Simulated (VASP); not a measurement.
# B5C2 (P31m) in VASP: single point with PBE

Aim: the single point of B5C2 with PBE.

Everything below comes from runs of VASP 6.6.1. Logs are shortened: lines on timing, memory, paths and dates and some standing lists are left out, and cuts for length are marked.

## Step 1: The cell of the first run

It takes space group P31m (No. 157, trigonal). Conventional cell: a = 2.856 Å, b = 2.856 Å, c = 8.405 Å, α = 90.00°, β = 90.00°, γ = 120.00°. Within 2.2 Å of B (site symmetry m) lie 6 B at 1.64 to 1.65 Å. Within 2.2 Å of B (site symmetry 3) lie 3 B at 1.65 Å and 1 C at 1.97 Å. C (site symmetry 3) has 3 C at 1.65 Å and 1 B at 1.97 Å within 2.2 Å.

The cell was built from a structure type or drawn by symmetry, and may not be a known phase.

## Step 2: Single point, PBE

INCAR

```
SYSTEM = B5C2
  PREC = Accurate
  ENCUT = 600
  EDIFF = 1E-6
  ISMEAR = 0
  SIGMA = 0.2
  LREAL = .FALSE.
  LASPH = .TRUE.
  NELM = 120
  ALGO = Normal
  ISIF = 2
  LWAVE = .FALSE.
  LCHARG = .TRUE.
  GGA = PE
  LELF = .TRUE.
  LVHAR = .TRUE.
  NBANDS = 20
  GGA_COMPAT = .FALSE.
```

KPOINTS

```
Automatic mesh
0
G
  6 6 2
  0 0 0
```

POSCAR

```
B5C2
1.0
    2.8555491917      0.0000000000      0.0000000000
   -1.4277745958      2.4729781418      0.0000000000
    0.0000000000      0.0000000000      8.4048281178
B C
5 2
Direct
    0.6688027645      0.0000000000      0.1207514659
    0.0000000000      0.6688027645      0.1207514659
    0.3311972355      0.3311972355      0.1207514659
    0.3333333333      0.6666666667      0.8033284578
    0.6666666667      0.3333333333      0.8033284578
    0.3333333333      0.6666666667      0.5694521034
    0.6666666667      0.3333333333      0.5694521034
```

Potentials or basis: VASP PAW PBE potentials, release 64 (B, C).

Command:

```bash
cat potpaw_PBE.64/B/POTCAR potpaw_PBE.64/C/POTCAR > POTCAR
mpirun -np 1 vasp_std > vasp.out
```

OUTCAR:

```text
SYSTEM = B5C2
   PREC = Accurate
   ENCUT = 600
   EDIFF = 1E-6
   ISMEAR = 0
   LREAL = .FALSE.
   LASPH = .TRUE.
   NELM = 120
   ISIF = 2
   GGA = PE

 ion  position               nearest neighbor table
   1  0.669  0.000  0.121-   2 1.64   3 1.64   3 1.65   2 1.65   2 1.65   3 1.65
   2  0.000  0.669  0.121-   1 1.64   3 1.64   3 1.65   1 1.65   3 1.65   1 1.65
   3  0.331  0.331  0.121-   1 1.64   2 1.64   1 1.65   2 1.65   2 1.65   1 1.65
   4  0.333  0.667  0.803-   5 1.65   5 1.65   5 1.65   6 1.97
   5  0.667  0.333  0.803-   4 1.65   4 1.65   4 1.65   7 1.97
   6  0.333  0.667  0.569-   7 1.65   7 1.65   7 1.65   4 1.97
   7  0.667  0.333  0.569-   6 1.65   6 1.65   6 1.65   5 1.97

  LATTYP: Found a hexagonal cell.
 ALAT       =     2.8555491917
 C/A-ratio  =     2.9433315813

  Lattice vectors:

 A1 = (   2.8555491917,   0.0000000000,   0.0000000000)
 A2 = (  -1.4277745958,   2.4729781418,   0.0000000000)
 A3 = (   0.0000000000,   0.0000000000,   8.4048281178)

Analysis of symmetry for initial positions (statically):
=====================================================================
 Subroutine PRICEL returns:
 Original cell was already a primitive cell.

 Routine SETGRP: Setting up the symmetry group for a
 hexagonal supercell.

 Subroutine GETGRP returns: Found  6 space group operations
 (whereof  6 operations were pure point group operations)
 out of a pool of 24 trial point group operations.

The static configuration has the point symmetry C_3v.

Analysis of symmetry for dynamics (positions and initial velocities):
=====================================================================
 Subroutine PRICEL returns:
 Original cell was already a primitive cell.

 Routine SETGRP: Setting up the symmetry group for a
 hexagonal supercell.

 Subroutine GETGRP returns: Found  6 space group operations
 (whereof  6 operations were pure point group operations)
 out of a pool of 24 trial point group operations.

The dynamic configuration has the point symmetry C_3v.

 Subroutine INISYM returns: Found  6 space group operations
 (whereof  6 operations are pure point group operations),
 and found     1 'primitive' translations

----------------------------------------------------------------------------------------

                                     Primitive cell

  volume of cell :      59.3525

  direct lattice vectors                    reciprocal lattice vectors
     2.855549192  0.000000000  0.000000000     0.350195333  0.202185370  0.000000000
    -1.427774596  2.472978142  0.000000000     0.000000000  0.404370740  0.000000000
     0.000000000  0.000000000  8.404828118     0.000000000  0.000000000  0.118979233

  length of vectors
     2.855549192  2.855549192  8.404828118     0.404370740  0.404370740  0.118979233

  position of ions in fractional coordinates (direct lattice)
     0.668802765  0.000000000  0.120751466
     1.000000000  0.668802765  0.120751466
     0.331197235  0.331197235  0.120751466
     0.333333333  0.666666667  0.803328458
     0.666666667  0.333333333  0.803328458
     0.333333333  0.666666667  0.569452103
     0.666666667  0.333333333  0.569452103

  ion indices of the primitive-cell ions
   primitive index   ion index
                 1           1
                 2           2
                 3           3
                 4           4
                 5           5
                 6           6
                 7           7

----------------------------------------------------------------------------------------

 KPOINTS: Automatic mesh

Automatic generation of k-mesh.
 Grid dimensions read from file:
 generate k-points for:    6    6    2

 Generating k-lattice:

  Cartesian coordinates                     Fractional coordinates (reciprocal lattice)
     0.058365889  0.033697562  0.000000000     0.166666667 -0.000000000  0.000000000
     0.000000000  0.067395123  0.000000000     0.000000000  0.166666667  0.000000000
     0.000000000  0.000000000  0.059489616     0.000000000  0.000000000  0.500000000

  Length of vectors
     0.067395123  0.067395123  0.059489616

  Shift w.r.t. Gamma in fractional coordinates (k-lattice)
     0.000000000  0.000000000  0.000000000

 Subroutine IBZKPT returns following result:
 ===========================================

 Found     14 irreducible k-points:

 Following reciprocal coordinates:
            Coordinates               Weight
  0.000000  0.000000  0.000000      1.000000
  0.166667  0.000000  0.000000      6.000000
  0.333333 -0.000000  0.000000      6.000000
  0.500000  0.000000  0.000000      3.000000
  0.166667  0.166667  0.000000      6.000000
  0.333333  0.166667  0.000000     12.000000
  0.333333  0.333333  0.000000      2.000000
  0.000000  0.000000  0.500000      1.000000
  0.166667  0.000000  0.500000      6.000000
  0.333333 -0.000000  0.500000      6.000000
  0.500000  0.000000  0.500000      3.000000
  0.166667  0.166667  0.500000      6.000000
  0.333333  0.166667  0.500000     12.000000
  0.333333  0.333333  0.500000      2.000000
   k-points           NKPTS =     14   k-points in BZ     NKDIM =     14   number of bands    NBANDS=     20
   number of dos      NEDOS =    301   number of ions     NIONS =      7
   total plane-waves  NPLWV =  40320
   dimension x,y,z NGX =    24 NGY =   24 NGZ =   70
   dimension x,y,z NGXF=    48 NGYF=   48 NGZF=  140
   ions per type =               5   2
   NGX,Y,Z   is equivalent  to a cutoff of  13.97, 13.97, 13.85 a.u.
   NGXF,Y,Z  is equivalent  to a cutoff of  27.94, 27.94, 27.69 a.u.
 SYSTEM =  B5C2
   PREC   = accura    normal or accurate (medium, high low for compatibility)
   ISTART =      0    job   : 0-new  1-cont  2-samecut
   ICHARG =      2    charge: 1-file 2-atom 10-const
   ISPIN  =      1    spin polarized calculation?
   LNONCOLLINEAR =      F non collinear calculations
   LSORBIT =      F    spin-orbit coupling
   LASPH  =      T    aspherical Exc in radial PAW
   ENCUT  =  600.0 eV  44.10 Ry    6.64 a.u.   5.70  5.70 16.79*2*pi/ulx,y,z
   NELM   =    120;   NELMIN=  2; NELMDL= -5     # of ELM steps
   EDIFF  = 0.1E-05   stopping-criterion for ELM
   LREAL  =      F    real-space projection
   EDIFFG = 0.1E-04   stopping-criterion for IOM
   NSW    =      0    number of steps for IOM
   IBRION =     -1    ionic relax: 0-MD 1-quasi-New 2-CG
   NFREE  =      0    steps in history (QN), initial steepest desc. (CG)
   ISIF   =      2    stress and relaxation
   ISYM   =      2    0-nonsym 1-usesym 2-fastsym
   POTIM  = 0.5000    time-step for ionic-motion
   TEBEG  =    0.0;   TEEND  =   0.0 temperature during run
   PSTRESS=    0.0 pullay stress
   NELECT =      23.0000    total number of electrons
   NUPDOWN=      -1.0000    fix difference up-down
   EMIN   =  10.00;   EMAX   =-10.00  energy-range for DOS
   EFERMI =   0.00;   METHOD = LEGACY
   ISMEAR =     0;   SIGMA  =   0.20  broadening in eV -4-tet -1-fermi 0-gaus
   EFERMI_NEDOS =   21; number of points for ismear=-14 and -15
   IALGO  =     38    algorithm
   IMIX   =      4    mixing-type and parameters
     AMIX     =   0.40;   BMIX     =  1.00
     AMIX_MAG =   1.60;   BMIX_MAG =  1.00
  volume/ion in A,a.u.               =       8.48        57.22
  Fermi-wavevector in a.u.,A,eV,Ry     =   1.193542  2.255468 19.382091  1.424543
  Thomas-Fermi vector in A             =   2.329554
   LORBIT       =      0    0 simple, 1 ext, 2 COOP (PROOUT), +10 PAW based schemes
   GGA     = PE    functional components
   LHFCALC =     F    Hartree Fock is set to
   AEXX    =    0.0000 exact exchange contribution
   IVDW    =     0    specifies the selected vdW correction
   LEPSILON=     F    determine dielectric tensor
   LRPA    =     F    only Hartree local field effects (RPA)
 non-spin polarized calculation
 Gauss-broadening in eV      SIGMA  =   0.20
  energy-cutoff  :      600.00
  volume of cell :       59.35
 maximum number of plane-waves:      1998
 NGX is ok and might be reduce to    24
   NGX = 11   NGY = 11   NGZ = 33

 number of electron      22.9999999 magnetization

 Free energy of the ion-electron system (eV)
  ---------------------------------------------------
  ext. energy  EPLUGINS =         0.00000000
  ---------------------------------------------------
  free energy    TOTEN  =       -44.58512503 eV

  energy without entropy =      -44.54932474  energy(sigma->0) =      -44.56722489

 E-fermi :   5.2680     XC(G=0): -10.6325

 val. band max:        5.2127765824   @ k =   0.1667   0.0000   0.0000
 cond. band min:       5.2773529689   @ k =   0.3333   0.3333   0.0000
 fundamental gap:      0.0645763866
 Fermi energy:         5.2680450201

 k-point     1 :       0.0000    0.0000    0.0000
  band No.  band energies     occupation
      1     -12.7596      2.00000
      2     -12.4565      2.00000
      3      -6.1612      2.00000
      4      -3.1512      2.00000
      5      -0.6256      2.00000
      6       1.1268      2.00000
[... 12 lines left out ...]
     19      10.4790      0.00000
     20      14.5998      0.00000

 k-point     2 :       0.1667    0.0000    0.0000
  band No.  band energies     occupation
      1     -12.2602      2.00000
      2     -12.0126      2.00000
      3      -5.6428      2.00000
      4      -2.5306      2.00000
      5      -2.1020      2.00000
      6      -1.4141      2.00000
[... 12 lines left out ...]
     19      11.4857      0.00000
     20      12.1733      0.00000
[... 235 lines left out ...]
      3      -6.9983      2.00000
      4      -6.1901      2.00000
      5      -5.0768      2.00000
      6      -2.6297      2.00000
[... 12 lines left out ...]
     19      13.6232      0.00000
     20      14.4108      0.00000

 k-point    14 :       0.3333    0.3333    0.5000
  band No.  band energies     occupation
      1      -7.6263      2.00000
      2      -7.6263      2.00000
      3      -7.4818      2.00000
      4      -7.4608      2.00000
      5      -7.4608      2.00000
      6      -3.7981      2.00000
[... 12 lines left out ...]
     19      12.9174      0.00000
     20      14.1184      0.00000

------------------------ aborting loop because EDIFF is reached ----------------------------------------

  FORCE on cell =-STRESS in cart. coord.  units (eV):
  Direction    XX          YY          ZZ          XY          YZ          ZX
  --------------------------------------------------------------------------------------
  -------------------------------------------------------------------------------------
  Total       -0.0726442     -0.0726442      0.1632379     -0.0000000      0.0000000     -0.0000000
  in kB       -1.9609783     -1.9609783      4.4064901     -0.0000000      0.0000000     -0.0000000
  external PRESSURE =       0.1615112 kB  Pullay stress =       0.0000000 kB

 VOLUME and BASIS-vectors are now :
 -----------------------------------------------------------------------------
  energy-cutoff  :      600.00
  volume of cell :       59.35
      direct lattice vectors                 reciprocal lattice vectors
     2.855549192  0.000000000  0.000000000     0.350195333  0.202185370  0.000000000
    -1.427774596  2.472978142  0.000000000     0.000000000  0.404370740  0.000000000
     0.000000000  0.000000000  8.404828118     0.000000000  0.000000000  0.118979233

 POSITION                                       TOTAL-FORCE (eV/Angst)
 -----------------------------------------------------------------------------------
      1.90980      0.00000      1.01490        -0.012998      0.000000     -0.001336
     -0.95490      1.65393      1.01490         0.006499     -0.011256     -0.001336
      0.47287      0.81904      1.01490         0.006499      0.011256     -0.001336
     -0.00000      1.64865      6.75184        -0.000000     -0.000000     -0.008666
      1.42777      0.82433      6.75184        -0.000000      0.000000     -0.008666
     -0.00000      1.64865      4.78615        -0.000000      0.000000      0.010670
      1.42777      0.82433      4.78615        -0.000000     -0.000000      0.010670
 -----------------------------------------------------------------------------------
    total drift:                               -0.000000     -0.000000     -0.000070

  FREE ENERGIE OF THE ION-ELECTRON SYSTEM (eV)
  ---------------------------------------------------
  free  energy   TOTEN  =       -44.5851250337 eV

  energy  without entropy=      -44.5493247399  energy(sigma->0) =      -44.56722489
```

It took 22 s on 1 thread of Intel Xeon Platinum 8488C (Sapphire Rapids), shared host; peak memory 0.18 GiB.

What came out:

| Property | Result |
| --- | --- |
| Free energy | -44.5851 eV |
| Pressure | 0.0 GPa |
| Largest force | 0.013 eV/Å |
| Band gap on the k mesh | zero (an odd number of electrons rules out a gap without spin polarisation) |

Forces on the atoms (eV/Å):
```
B   -0.013  0.000 -0.001
B    0.006 -0.011 -0.001
B    0.006  0.011 -0.001
B    0.000  0.000 -0.009
B    0.000  0.000 -0.009
C    0.000  0.000  0.011
C    0.000  0.000  0.011
```

Stress tensor (GPa, compression positive):
```
-0.20  0.00  0.00
 0.00 -0.20  0.00
 0.00  0.00  0.44
```

Levels at points of the mesh, in eV from the Fermi level:
| k point | band 9 | band 10 | band 11 | band 12 | band 13 | band 14 |
| --- | --- | --- | --- | --- | --- | --- |
| (0.00, 0.00, 0.00) | -3.43 | -3.43 | -3.28 | 1.64 | 1.83 | 1.85 |
| (0.50, 0.00, 0.00) | -3.52 | -2.46 | -1.57 | -0.91 | -0.49 | 2.08 |
| (0.00, 0.00, 0.50) | -3.43 | -3.43 | -3.28 | 0.65 | 1.83 | 1.85 |
| (0.50, 0.00, 0.50) | -3.86 | -2.72 | -1.07 | -0.91 | -0.16 | 2.12 |

Caveat: the k points lie up to 0.42 Å⁻¹ apart, too coarse for converged energies and pressures of a metal; this functional lacks dispersion, which binds the layers, so the pressure and a relaxed spacing across them are unreliable.
